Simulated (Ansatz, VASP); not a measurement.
# SnSe in VASP and in Ansatz

The input INCAR:

```
SYSTEM = SnSe
PREC = Accurate ; ENCUT = 520
EDIFF = 1E-8 ; ISMEAR = -1
SIGMA = 0.05 ; LREAL = .FALSE.
LASPH = .TRUE. ; NELM = 80
ALGO = Normal ; ISIF = 2
LWAVE = .FALSE. ; LCHARG = .FALSE.
GGA = PS ; LEFG = .TRUE.
NBANDS = 17
```

Contents of KPOINTS:

```
regular mesh
0
G
  11 11 11
  0 0 0
```

POSCAR

```
SnSe
1.0
    0.0000000000      2.9495018222      2.9495018222
    2.9495018222      0.0000000000      2.9495018222
    2.9495018222      2.9495018222      0.0000000000
Sn Se
1 1
Direct
    0.0000000000      0.0000000000      0.0000000000
    0.5000000000      0.5000000000      0.5000000000
```

Input for Ansatz:

```yaml
crystal:
  lattice:
    - [0.0, 2.9495018222, 2.9495018222]
    - [2.9495018222, 0.0, 2.9495018222]
    - [2.9495018222, 2.9495018222, 0.0]
  atoms:
    - { symbol: Sn, position: [0.0, 0.0, 0.0] }
    - { symbol: Se, position: [0.5, 0.5, 0.5] }
kpoints:
  mp_grid: { grid: [11, 11, 11] }
scf:
  occupations: { method: fermi_dirac, width: 0.05 }
hamiltonian:
  xc: pbesol
  pseudopotentials: { kind: all_electron, datasets: crystal }
output:
  forces: true
  stress: true
  eigenvalues: true
  efg: { contact_densities: true }
```

Change from the starting cell: volume scaled by 0.9405, crystal datasets.

Alike in both runs: task electric field gradients; functional PBEsol; k mesh 11 × 11 × 11; occupations fermi-dirac, width 0.05 eV; no spin polarisation.

```csv
,VASP,Ansatz
version,VASP 6.6.1,Ansatz 0.2.0
potentials or method,"VASP PAW PBE potentials, release 64 (Sn_d, Se), cutoff 520 eV","all-electron PAW with datasets made for the crystal, scalar-relativistic"
```

```csv
,VASP,Ansatz,Ansatz less VASP
pressure (GPa),1.6,1.5,-0.04
```

VASP's potentials were made for PBE, not for PBEsol. Ansatz ran all-electron here, and VASP with PAW potentials.
